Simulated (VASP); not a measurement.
# CO2 (I-42d) in VASP: electric field gradients with PBE

Aim: the electric field gradients of CO2 with PBE.

All numbers are computed with VASP 6.6.1; they aren't measurements. Logs are shortened: lines on timing, memory, paths and dates and some standing lists are left out, and cuts for length are marked.

### Step 1. The cell of the first run

The structure is tetragonal, space group I-42d (No. 122). The conventional cell has a = 3.552 Å, b = 3.552 Å, c = 5.918 Å, α = 90.00°, β = 90.00°, γ = 90.00°. C (site symmetry -4) has 4 O at 1.38 Å within 1.8 Å. Within 1.8 Å of O (site symmetry 2) lie 2 C at 1.38 Å.

### Step 2. Electric field gradients, PBE

The input, INCAR:

```
SYSTEM = CO2
PREC     = Accurate       ! precision mode
ENCUT    = 520            ! plane-wave cutoff, eV
EDIFF    = 1E-8           ! SCF threshold, eV
ISMEAR   = -1             ! smearing method
SIGMA    = 0.01           ! smearing width, eV
LREAL    = .FALSE.        ! projectors in reciprocal space
LASPH    = .TRUE.         ! aspherical terms in the spheres
NELM     = 60             ! most SCF steps
ALGO     = Normal         ! electronic algorithm
ISIF     = 2              ! what is computed and relaxed
LWAVE    = .FALSE.        ! write WAVECAR
LCHARG   = .FALSE.        ! write CHGCAR
GGA      = PE             ! functional
LEFG     = .TRUE.       
NBANDS   = 25             ! bands
```

The input, KPOINTS:

```
regular mesh
0
G
  13 13 13
  0 0 0
```

The input, POSCAR:

```
CO2
1.0
   -1.7759000000      1.7759000000      2.9592000000
    1.7759000000     -1.7759000000      2.9592000000
    1.7759000000      1.7759000000     -2.9592000000
C O
2 4
Direct
    0.0000000000      0.0000000000      0.0000000000
    0.7500000000      0.2500000000      0.5000000000
    0.3750000000      0.3390000000      0.4640000000
    0.6610000000      0.1250000000      0.0360000000
    0.8750000000      0.9110000000      0.5360000000
    0.0890000000      0.6250000000      0.9640000000
```

Potentials or basis: VASP PAW PBE potentials, release 64 (C, O).

Run with:

```console
$ cat potpaw_PBE.64/C/POTCAR potpaw_PBE.64/O/POTCAR > POTCAR
$ mpirun -np 1 vasp_std > vasp.out
```

OUTCAR:

```text
SYSTEM = CO2
   PREC = Accurate
   ENCUT = 520
   EDIFF = 1E-8
   ISMEAR = -1
   LREAL = .FALSE.
   LASPH = .TRUE.
   NELM = 60
   ISIF = 2
   GGA = PE

 ion  position               nearest neighbor table
   1  0.000  0.000  0.000-   5 1.38   4 1.38   3 1.38   6 1.38
   2  0.750  0.250  0.500-   4 1.38   3 1.38   5 1.38   6 1.38
   3  0.375  0.339  0.464-   1 1.38   2 1.38
   4  0.661  0.125  0.036-   2 1.38   1 1.38
   5  0.875  0.911  0.536-   1 1.38   2 1.38
   6  0.089  0.625  0.964-   1 1.38   2 1.38

  LATTYP: Found a body centered tetragonal cell.
 ALAT       =     3.5518000000
 C/A-ratio  =     1.6663100400

  Lattice vectors:

 A1 = (  -1.7759000000,   1.7759000000,   2.9592000000)
 A2 = (   1.7759000000,  -1.7759000000,   2.9592000000)
 A3 = (   1.7759000000,   1.7759000000,  -2.9592000000)

Analysis of symmetry for initial positions (statically):
=====================================================================
 Subroutine PRICEL returns:
 Original cell was already a primitive cell.

 Routine SETGRP: Setting up the symmetry group for a
 body centered tetragonal supercell.

 Subroutine GETGRP returns: Found  8 space group operations
 (whereof  4 operations were pure point group operations)
 out of a pool of 16 trial point group operations.

The static configuration has the point symmetry S_4 .
 The point group associated with its full space group is D_2d.

Analysis of symmetry for dynamics (positions and initial velocities):
=====================================================================
 Subroutine PRICEL returns:
 Original cell was already a primitive cell.

 Routine SETGRP: Setting up the symmetry group for a
 body centered tetragonal supercell.

 Subroutine GETGRP returns: Found  8 space group operations
 (whereof  4 operations were pure point group operations)
 out of a pool of 16 trial point group operations.

The dynamic configuration has the point symmetry S_4 .
 The point group associated with its full space group is D_2d.

 Subroutine INISYM returns: Found  8 space group operations
 (whereof  4 operations are pure point group operations),
 and found     1 'primitive' translations

----------------------------------------------------------------------------------------

                                     Primitive cell

  volume of cell :      37.3311

  direct lattice vectors                    reciprocal lattice vectors
    -1.775900000  1.775900000  2.959200000     0.000000000  0.281547384  0.168964585
     1.775900000 -1.775900000  2.959200000     0.281547384  0.000000000  0.168964585
     1.775900000  1.775900000 -2.959200000     0.281547384  0.281547384  0.000000000

  length of vectors
     3.881302135  3.881302135  3.881302135     0.328356454  0.328356454  0.398168130

  position of ions in fractional coordinates (direct lattice)
     0.000000000  0.000000000  0.000000000
     0.750000000  0.250000000  0.500000000
     0.375000000  0.339000000  0.464000000
     0.661000000  0.125000000  0.036000000
     0.875000000  0.911000000  0.536000000
     0.089000000  0.625000000  0.964000000

  ion indices of the primitive-cell ions
   primitive index   ion index
                 1           1
                 2           2
                 3           3
                 4           4
                 5           5
                 6           6

----------------------------------------------------------------------------------------

 KPOINTS: regular mesh

Automatic generation of k-mesh.
 Grid dimensions read from file:
 generate k-points for:   13   13   13

 Generating k-lattice:

  Cartesian coordinates                     Fractional coordinates (reciprocal lattice)
     0.000000000  0.021657491  0.012997276     0.076923077  0.000000000  0.000000000
     0.021657491  0.000000000  0.012997276     0.000000000  0.076923077  0.000000000
     0.021657491  0.021657491  0.000000000     0.000000000  0.000000000  0.076923077

[... 48 lines left out ...]
   ISTART =      0    job   : 0-new  1-cont  2-samecut
   ICHARG =      2    charge: 1-file 2-atom 10-const
   ISPIN  =      1    spin polarized calculation?
   LNONCOLLINEAR =      F non collinear calculations
   LSORBIT =      F    spin-orbit coupling
   LASPH  =      T    aspherical Exc in radial PAW
   ENCUT  =  520.0 eV  38.22 Ry    6.18 a.u.   7.22  7.22  7.22*2*pi/ulx,y,z
   NELM   =     60;   NELMIN=  2; NELMDL= -5     # of ELM steps
   EDIFF  = 0.1E-07   stopping-criterion for ELM
   LREAL  =      F    real-space projection
   EDIFFG = 0.1E-06   stopping-criterion for IOM
   NSW    =      0    number of steps for IOM
   IBRION =     -1    ionic relax: 0-MD 1-quasi-New 2-CG
   NFREE  =      0    steps in history (QN), initial steepest desc. (CG)
   ISIF   =      2    stress and relaxation
   ISYM   =      2    0-nonsym 1-usesym 2-fastsym
   POTIM  = 0.5000    time-step for ionic-motion
   TEBEG  =    0.0;   TEEND  =   0.0 temperature during run
   PSTRESS=    0.0 pullay stress
   NELECT =      32.0000    total number of electrons
   NUPDOWN=      -1.0000    fix difference up-down
   EMIN   =  10.00;   EMAX   =-10.00  energy-range for DOS
   EFERMI =   0.00;   METHOD = LEGACY
   ISMEAR =    -1;   SIGMA  =   0.01  broadening in eV -4-tet -1-fermi 0-gaus
   EFERMI_NEDOS =   21; number of points for ismear=-14 and -15
   IALGO  =     38    algorithm
   IMIX   =      4    mixing-type and parameters
     AMIX     =   0.40;   BMIX     =  1.00
     AMIX_MAG =   1.60;   BMIX_MAG =  1.00
  volume/ion in A,a.u.               =       6.22        41.99
  Fermi-wavevector in a.u.,A,eV,Ry     =   1.555134  2.938776 32.904882  2.418441
  Thomas-Fermi vector in A             =   2.659119
   LORBIT       =      0    0 simple, 1 ext, 2 COOP (PROOUT), +10 PAW based schemes
   GGA     = PE    functional components
   LHFCALC =     F    Hartree Fock is set to
   AEXX    =    0.0000 exact exchange contribution
   IVDW    =     0    specifies the selected vdW correction
   LEPSILON=     F    determine dielectric tensor
   LRPA    =     F    only Hartree local field effects (RPA)
 non-spin polarized calculation
  energy-cutoff  :      520.00
  volume of cell :       37.33
 maximum number of plane-waves:      1031
 NGX is ok and might be reduce to    30
   NGX = 15   NGY = 15   NGZ = 15

 number of electron      31.9999987 magnetization

 Free energy of the ion-electron system (eV)
  ---------------------------------------------------
  ext. energy  EPLUGINS =         0.00000000
  ---------------------------------------------------
  free energy    TOTEN  =       -42.02834503 eV

  energy without entropy =      -42.02834503  energy(sigma->0) =      -42.02834503

 E-fermi :   5.4057     XC(G=0): -12.6061

 val. band max:        5.1762519437   @ k =  -0.3077   0.3077   0.3077
 cond. band min:      12.1991927390   @ k =   0.0000   0.0000   0.0000
 fundamental gap:      7.0229407953
 Fermi energy:         5.4056974022

 k-point     1 :       0.0000    0.0000    0.0000
  band No.  band energies     occupation
      1     -20.3423      2.00000
      2     -14.3082      2.00000
      3     -14.3082      2.00000
      4     -13.6116      2.00000
      5      -9.1404      2.00000
      6      -4.9237      2.00000
[... 661 lines left out ...]
     24      19.4652      0.00000
     25      23.4921      0.00000

 [... further k-points ...]
[... 5 lines left out ...]
  --------------------------------------------------------------------------------------
  -------------------------------------------------------------------------------------
  Total        8.7140659      8.7140659     10.7282451      0.0000000     -0.0000000      0.0000000
  in kB      373.9900922    373.9900922    460.4345941      0.0000000     -0.0000000      0.0000000
  external PRESSURE =     402.8049262 kB  Pullay stress =       0.0000000 kB

 VOLUME and BASIS-vectors are now :
 -----------------------------------------------------------------------------
  energy-cutoff  :      520.00
  volume of cell :       37.33
      direct lattice vectors                 reciprocal lattice vectors
    -1.775900000  1.775900000  2.959200000     0.000000000  0.281547384  0.168964585
     1.775900000 -1.775900000  2.959200000     0.281547384  0.000000000  0.168964585
     1.775900000  1.775900000 -2.959200000     0.281547384  0.281547384  0.000000000

 POSITION                                       TOTAL-FORCE (eV/Angst)
 -----------------------------------------------------------------------------------
      0.00000      0.00000      0.00000         0.000000     -0.000000      0.000000
      0.00000      1.77590      1.47960         0.000000     -0.000000      0.000000
      0.76009      0.88795      0.73980        -1.279510     -0.000000      0.000000
     -0.88795      1.01581      2.21940         0.000000      1.279510      0.000000
      1.01581      0.88795      3.69900         1.279510     -0.000000      0.000000
      2.66385      0.76009     -0.73980        -0.000000     -1.279510      0.000000
 -----------------------------------------------------------------------------------
    total drift:                                0.000001      0.000001      0.000001

  FREE ENERGIE OF THE ION-ELECTRON SYSTEM (eV)
  ---------------------------------------------------
  free  energy   TOTEN  =       -42.0283450286 eV

  energy  without entropy=      -42.0283450286  energy(sigma->0) =      -42.02834503

 Electric field gradients (V/A^2)
---------------------------------------------------------------------
 ion       V_xx      V_yy      V_zz      V_xy      V_xz      V_yz
---------------------------------------------------------------------
   1       1.601     1.601    -3.202     0.001     0.000     0.000
   2       1.601     1.601    -3.202     0.001     0.000     0.000
   3      -3.526    35.583   -32.057    -0.000    -0.000   175.992
   4      35.582    -3.525   -32.057    -0.001  -175.994    -0.001
   5      -3.525    35.582   -32.057    -0.001    -0.001  -175.994
   6      35.583    -3.526   -32.057    -0.000   175.992    -0.000
---------------------------------------------------------------------

 Electric field gradients after diagonalization (V/A^2)
 (convention: |V_zz| > |V_xx| > |V_yy|)
----------------------------------------------------------------------
 ion       V_xx      V_yy      V_zz     asymmetry (V_yy - V_xx)/ V_zz
----------------------------------------------------------------------
   1       1.602     1.600    -3.202       0.001
   2       1.602     1.600    -3.202       0.001
   3    -177.449    -3.526   180.975       0.961
   4    -177.451    -3.525   180.977       0.961
   5    -177.451    -3.525   180.977       0.961
   6    -177.449    -3.526   180.975       0.961
----------------------------------------------------------------------

           NMR quadrupolar parameters

 Cq : quadrupolar parameter    Cq=e*Q*V_zz/h
 eta: asymmetry parameters     (V_yy - V_xx)/ V_zz
 Q  : nuclear electric quadrupole moment in mb (millibarn)
----------------------------------------------------------------------
 ion       Cq(MHz)       eta       Q (mb)
----------------------------------------------------------------------
   1      -0.008       0.001       1.000
   2      -0.008       0.001       1.000
   3       0.438       0.961       1.000
   4       0.438       0.961       1.000
   5       0.438       0.961       1.000
   6       0.438       0.961       1.000
----------------------------------------------------------------------
```

Run time: 3.1 min. Hardware: 1 thread of Intel Xeon Platinum 8259CL at 2.50GHz (Skylake/Cascade Lake), shared host; peak memory 0.26 GiB.

Results:

| Property | Result |
| --- | --- |
| Free energy | -42.0283 eV |
| Pressure | 40.3 GPa |
| Largest force | 1.280 eV/Å |
| Band gap on the k mesh | 7.02 eV, indirect (least direct gap 7.13 eV) |

Forces on the atoms (eV/Å):
```
C    0.000  0.000  0.000
C    0.000  0.000  0.000
O   -1.280  0.000  0.000
O    0.000  1.280  0.000
O    1.280  0.000  0.000
O    0.000 -1.280  0.000
```

Electric field gradients, principal values (V/Å²):
```tsv
atom	least	middle	greatest (by size)
1 C	1.600	1.602	-3.202
2 C	1.600	1.602	-3.202
3 O	-3.526	-177.449	180.975
4 O	-3.525	-177.451	180.977
5 O	-3.525	-177.451	180.977
6 O	-3.526	-177.449	180.975
```

Caveat: without QUAD_EFG the Cq values of the log hold for a quadrupole moment of 1 mb, not for the nuclei; forces of over 1 eV/Å act on the atoms, so gaps and moduli don't describe the material at rest. A k mesh can miss the band edges.
